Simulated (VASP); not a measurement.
Here is a VASP 6.6.1 calculation.

INCAR

```
ALGO = Normal ; EDIFF = 1E-7
ENCUT = 520 ; GGA = PE
ISIF = 2 ; ISMEAR = 0
LASPH = True ; LCHARG = False
LDAU = True ; LDAUJ = 0 0
LDAUL = 2 -1 ; LDAUPRINT = 1
LDAUTYPE = 2 ; LDAUU = 3 0
LMAXMIX = 4 ; LREAL = False
LWAVE = False ; NBANDS = 15
NELM = 150 ; PREC = Accurate
SIGMA = 0.01
```

KPOINTS

```
k-points
0
Gamma
  11 11 11
```

File POSCAR:

```
NiO
1.0
    0.0014330000      2.0631410000      2.0993320000
    2.0304400000     -0.0170380000      2.1178030000
    2.0513760000      2.1025490000     -0.0379740000
Ni O
1 1
Direct
    0.0000000000      0.0000000000      0.0000000000
    0.5000000000      0.5000000000      0.5000000000
```

Potentials or basis: VASP PAW PBE potentials, release 64 (Ni, O).

Run with:

```bash
$ cat potpaw_PBE.64/Ni/POTCAR potpaw_PBE.64/O/POTCAR > POTCAR
$ mpirun -np 1 vasp_std > vasp.out
```

Estimate the pressure.

-5.6 GPa.

Estimate the band gap on the k mesh.

zero (band 8 reaches 8.82 eV, above the bottom of band 9 at 6.12 eV).

Eigenvalues of the final occupation matrices:
```tsv
site	spin	trace	eigenvalues
site 1 d	1	4.23	0.63 0.70 0.96 0.97 0.97
site 1 d	2	4.23	0.63 0.70 0.96 0.97 0.97
```

Caveat: the cell differs from its parent crystal (the cell strained at random); the run has no spin polarisation, though such a crystal can be magnetic; U without spin polarisation on a metal has little footing. Spin polarisation is off, so any magnetic state and its effect on volume and gap are missing.
